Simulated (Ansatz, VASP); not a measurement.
Given: the input of a run of Ansatz 0.2.0 on Zn.

Contents of input.yaml:

```yaml
crystal:
  lattice:
    - [-1.558506233, 1.558506233, 1.558506233]
    - [1.558506233, -1.558506233, 1.558506233]
    - [1.558506233, 1.558506233, -1.558506233]
  atoms:
    - { symbol: Zn, position: [0.0, 0.0, 0.0] }
kpoints:
  mp_grid: { grid: [12, 12, 12] }
scf:
  occupations: { method: fermi_dirac, width: 0.05 }
hamiltonian:
  xc: pbesol
  pseudopotentials: { kind: all_electron, lapw: { basis_error: 0.0005 } }
output:
  forces: true
  stress: true
  eigenvalues: true
```

Potentials or basis: all-electron LAPW, scalar-relativistic.

Run with:

```sh
$ ansatz run input.yaml --threads 1 --pin off --max-ram 3072MiB --backend cpu --events-out ev --progress --plain --runs-dir out
```

Problem. Translate it to VASP 6.6.1. Potentials there: VASP PAW PBE potentials, release 64 (Zn).

Solution. As run (the cutoff follows the program's own potentials):

Contents of INCAR:

```
SYSTEM = Zn
PREC = Accurate
ENCUT = 520
EDIFF = 1E-7
ISMEAR = -1
SIGMA = 0.05
LREAL = .FALSE.
LASPH = .TRUE.
NELM = 100
ALGO = Fast
ISIF = 2
LWAVE = .FALSE.
LCHARG = .TRUE.
GGA = PS
LELF = .TRUE.
LVHAR = .TRUE.
NBANDS = 12
```

Contents of KPOINTS:

```
regular mesh
0
G
  12 12 12
  0 0 0
```

The input POSCAR:

```
Zn
1.0
   -1.5585062330      1.5585062330      1.5585062330
    1.5585062330     -1.5585062330      1.5585062330
    1.5585062330      1.5585062330     -1.5585062330
Zn
1
Direct
    0.0000000000      0.0000000000      0.0000000000
```

Potentials or basis: VASP PAW PBE potentials, release 64 (Zn).

Launch:

```bash
$ cat potpaw_PBE.64/Zn/POTCAR > POTCAR
$ mpirun -np 1 vasp_std > vasp.out
```

Both were run:

|  | VASP | Ansatz | Ansatz less VASP |
| --- | --- | --- | --- |
| gap on the k mesh at the Fermi level (eV) | none | none | - |
| pressure (GPa) | -3.7 | -4.1 | -0.34 |

VASP's potentials were made for PBE, not for PBEsol. A gap of «none» marks a metal or a gap that the smearing closes. Ansatz ran all-electron here, and VASP with PAW potentials.
